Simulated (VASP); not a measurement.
W16Cl: single point with PBE

W16Cl, a slab with vacuum:

```
CELL_PARAMETERS angstrom
6.36740 0.00000 0.00000
0.00000 6.36740 0.00000
0.00000 0.00000 20.14258
ATOMIC_POSITIONS crystal
W 0.25000 0.25000 0.19858
W 0.25000 0.75000 0.19858
W 0.75000 0.25000 0.19858
W 0.75000 0.75000 0.19858
W 0.00000 0.00000 0.27761
W 0.00000 0.50000 0.27761
W 0.50000 0.00000 0.27761
W 0.50000 0.50000 0.27761
W 0.25000 0.25000 0.35995
W 0.25000 0.75000 0.35995
W 0.75000 0.25000 0.35995
W 0.75000 0.75000 0.35995
W 0.00000 0.00000 0.42907
W 0.00000 0.50000 0.42907
W 0.50000 0.00000 0.42907
W 0.50000 0.50000 0.42907
Cl 0.18750 0.18750 0.52176
```

```
Program             : VASP 6.6.1
Task                : single point
Functional          : PBE
Potentials or basis : VASP PAW PBE potentials, release 64 (W_sv, Cl)
Cutoff              : 520 eV
k mesh              : 4 × 4 × 1
Occupations         : gaussian, width 0.1 eV
Spin                : no spin polarisation
```

```
Largest force          : 2.149 eV/Å
Band gap on the k mesh : zero (an odd number of electrons rules out a gap without spin polarisation)
```

Forces on the atoms (eV/Å):
```
W    0.034  0.034  2.112
W   -0.004 -0.006  1.952
W   -0.006 -0.004  1.952
W    0.007  0.007  2.028
W   -0.075 -0.075 -1.933
W   -0.068  0.026 -2.008
W    0.026 -0.068 -2.008
W    0.060  0.060 -2.148
W    0.289  0.289 -0.951
W    0.011 -0.075 -0.182
W   -0.075  0.011 -0.182
W   -0.426 -0.426 -0.347
W    0.310  0.310  0.831
W    0.449 -0.204  0.377
W   -0.204  0.449  0.377
W   -0.266 -0.266  0.112
Cl  -0.063 -0.063  0.016
```

Levels at points of the mesh, in eV from the Fermi level:
| k point | band 115 | band 116 | band 117 | band 118 | band 119 | band 120 |
| --- | --- | --- | --- | --- | --- | --- |
| (0.00, 0.00, 0.00) | -0.09 | 0.37 | 0.38 | 0.77 | 0.84 | 0.92 |
| (0.50, 0.00, 0.00) | -0.11 | -0.06 | -0.02 | 0.08 | 0.73 | 0.79 |
| (0.50, 0.50, 0.00) | -0.05 | -0.05 | -0.01 | 0.00 | 0.05 | 0.05 |

Run time: 33 min on 1 thread of Intel(R) Xeon(R) Platinum 8488C (Sapphire Rapids), with other jobs on the host, peak memory 0.93 GiB.

Caveat: spin-orbit coupling is left out, which moves the levels of the heavy elements; an odd number of electrons without spin polarisation forces a metal; a magnetic or distorted state may lie lower.
